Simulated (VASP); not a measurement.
A run of VASP 6.6.1:

Contents of INCAR:

```
ALGO = Normal
EDIFF = 1E-7
EDIFFG = -0.002
ENCUT = 450
GGA = PS
GGA_COMPAT = False
IBRION = 2
ISIF = 2
ISMEAR = 0
LASPH = True
LCHARG = False
LREAL = False
LWAVE = False
NELM = 120
NELMIN = 4
NSW = 60
PREC = Accurate
SIGMA = 0.02
```

Contents of KPOINTS:

```
k-points
0
Gamma
  10 10 10
```

POSCAR

```
InP
1.0
    0.0000000000      2.9097962392      2.9666632579
    2.9097962392      0.0000000000      2.9666632579
    2.9097962392      2.9097962392      0.0000000000
In P
1 1
Direct
    0.0000000000      0.0000000000      0.0000000000
    0.2500000000      0.2500000000      0.2500000000
```

Potentials or basis: VASP PAW PBE potentials, release 64 (In_d, P).

Run with:

```sh
$ cat potpaw_PBE.64/In_d/POTCAR potpaw_PBE.64/P/POTCAR > POTCAR
$ mpirun -np 1 vasp_std > vasp.out
```

Hardware: 1 thread of AMD EPYC 7R13 (shared host).

**Question.** Estimate the wall time of this run.

**Answer.** Wall time 98 s on 1 thread of AMD EPYC 7R13, on a shared host, peak memory 0.17 GiB. Counts: scf iterations 14, k points 102, ion steps 1.
